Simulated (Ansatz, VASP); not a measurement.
One calculation of Be3Te4, two programs

```xyz
7
Lattice="3.9253 -5.3296 0.0000 3.9253 5.3296 0.0000 0.0000 0.0000 3.5560" Properties=species:S:1:pos:R:3 pbc="T T T"
Be    1.9626   -2.6648    1.7780
Be    1.9626    2.6648    1.7780
Be    0.0000    0.0000    0.0000
Te    5.7753    0.0000    1.7780
Te    2.0753    0.0000    1.7780
Te    3.9253    2.8911    0.0000
Te    3.9253   -2.8911    0.0000
```

Change from the starting cell: species swapped into the Ni3O4 type (Cmmm, No. 65).

Alike in both runs: functional PBE; k mesh 3 × 3 × 4; occupations gaussian, width 0.2 eV; no spin polarisation.

Ansatz relaxed the structure, and its values are those at the end. VASP's run is a single point on that final structure, the one shown.

```csv
,VASP,Ansatz
version,VASP 6.6.1,Ansatz 0.2.0
potentials or method,"VASP PAW PBE potentials, release 64 (Be, Te), cutoff 600 eV","scalar-relativistic, plane waves, PAW"
valence electrons in the cell,30,70
```

```tsv
	VASP	Ansatz	Ansatz less VASP
gap on the k mesh at the Fermi level (eV)	none	none	-
pressure (GPa)	0.1	0.0	-0.05
rms of the force components (eV/Å)	0.027	0.024	-0.0030
```

A gap of «none» marks a metal or a gap that the smearing closes. VASP's potentials hold 30 valence electrons a cell and Ansatz's 70, so a difference there can come from the potentials and not from the codes.

The k mesh is coarse, so the values compare programs but aren't converged. Spin-orbit coupling is off throughout.
